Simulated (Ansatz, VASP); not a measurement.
Two plane-wave programs on BeTe

POSCAR

```
BeTe
1.0
    0.0000000000      2.8286236224      2.8286236224
    2.8286236224      0.0000000000      2.8286236224
    2.8286236224      2.8286236224      0.0000000000
Be Te
1 1
Direct
    0.0000000000      0.0000000000      0.0000000000
    0.2500000000      0.2500000000      0.2500000000
```

Contents of INCAR.step1:

```
ALGO = Normal ; EDIFF = 1E-5
ENCUT = 520 ; GGA = PE
ISIF = 2 ; ISMEAR = 0
LASPH = True ; LREAL = False
LWAVE = True ; NBANDS = 11
NELM = 80 ; PREC = Accurate
SIGMA = 0.01
```

Contents of INCAR.step2:

```
AEXX = 1.0 ; AGGAC = 1.0
ALDAC = 1.0 ; ALGO = Normal
EDIFF = 1E-6 ; ENCUT = 520
GGA = PE ; HFSCREEN = 0.1
ISIF = 2 ; ISMEAR = 0
ISTART = 1 ; LASPH = True
LCHARG = True ; LELF = True
LHFCALC = True ; LREAL = False
LVHAR = True ; LWAVE = False
NBANDS = 11 ; NELM = 80
PREC = Accurate ; PRECFOCK = Normal
SIGMA = 0.01
```

KPOINTS

```
k-points
0
Gamma
  4 4 4
```

Input for Ansatz:

```yaml
crystal:
  lattice:
    - [0.0, 2.8286236224, 2.8286236224]
    - [2.8286236224, 0.0, 2.8286236224]
    - [2.8286236224, 2.8286236224, 0.0]
  atoms:
    - { symbol: Be, position: [0.0, 0.0, 0.0] }
    - { symbol: Te, position: [0.25, 0.25, 0.25] }
kpoints:
  mp_grid: { grid: [4, 4, 4] }
hamiltonian:
  xc: { exchange: pbe, correlation: pbe, exx: { coeff: 1.0, omega: 0.1 } }
scf:
  occupations: { method: fixed }
  n_extra_bands: 4
output:
  forces: true
  stress: true
  eigenvalues: true
```

Alike in both runs: task single point; functional PBE-based screened hybrid; k mesh 4 × 4 × 4; no spin polarisation.

```csv
,VASP,Ansatz
version,VASP 6.6.1,Ansatz 0.2.0
potentials or method,"VASP PAW PBE potentials, release 64 (Be, Te)",plane waves
plane-wave cutoff (eV),520,420
occupations,"gaussian, width 0.01 eV",fixed
valence electrons in the cell,8,18
```

```csv
,VASP,Ansatz,Ansatz less VASP
gap on the k mesh at the Fermi level (eV),6.35,6.24,-0.108
pressure (GPa),-6.4,-3.4,+2.99
```

VASP's potentials were made for PBE, not for PBE-based screened hybrid. VASP's potentials hold 8 valence electrons a cell and Ansatz's 18, so a difference there can come from the potentials and not from the codes. Ansatz's warnings: stress exchange threshold loose, stress scf threshold loose.

The k mesh is coarse, so the values compare programs but aren't converged. Spin-orbit coupling is off throughout.
